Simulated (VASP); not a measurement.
Write the native input for VASP 6.6.1 that does the following.

```yaml
Task: single point
Functional: LDA
Potentials_or_basis: VASP PAW PBE potentials, release 64 (Eu, I)
Cutoff: 520 eV
k_mesh: 8 × 8 × 8
Occupations: gaussian, width 0.05 eV
Spin: collinear spin, ferromagnetic start
Starting_moments: "[7.46, 0.0, 0.0, 0.0] μB"
Dipole_correction: no
Further_INCAR_settings: ALGO = Normal; EDIFF = 1e-06; NBANDS = 31
```

The structure of EuI3 lies in POSCAR:

```
EuI3
1.0
    0.0000000000      4.1678018751      4.1678018751
    4.1678018751      0.0000000000      4.1678018751
    4.1678018751      4.1678018751      0.0000000000
Eu I
1 3
Direct
    0.0000000000      0.0000000000      0.0000000000
    0.5000000000      0.5000000000      0.5000000000
    0.2500000000      0.2500000000      0.2500000000
    0.7500000000      0.7500000000      0.7500000000
```

The input as run:

INCAR

```
SYSTEM = EuI3
ALGO = Normal
EDIFF = 1E-6
ENCUT = 520
GGA = CA
ISIF = 2
ISMEAR = 0
ISPIN = 2
LASPH = .True.
LCHARG = .False.
LMAXMIX = 6
LORBIT = 11
LREAL = .False.
LWAVE = .False.
MAGMOM = 7.46 0 0 0
NBANDS = 31
NELM = 150
PREC = Accurate
SIGMA = 0.05
```

KPOINTS

```
k-points
0
Gamma
  8 8 8
  0 0 0
```

Potentials or basis: VASP PAW PBE potentials, release 64 (Eu, I).

Command:

```console
$ cat potpaw_PBE.64/Eu/POTCAR potpaw_PBE.64/I/POTCAR > POTCAR
$ mpirun -np 1 vasp_std > vasp.out
```

Results of the run:

```json
{"Pressure": "-3.5 GPa", "Net moment": "6.17 μB per cell", "Site moments": "Eu +6.54; I -0.23, -0.11 (each value once) μB", "Valence electrons inside the program's atomic spheres": "Eu 14.51; I 4.24, 4.26 (each value once)"}
```

Caveat: the cell stands under tension; the PAW data sets were made with another functional, which shifts forces and pressure a little.

It took 9.2 min on 1 thread of Intel(R) Xeon(R) Platinum 8259CL CPU @ 2.50GHz (Skylake/Cascade Lake) (shared host), peak memory 0.41 GiB.
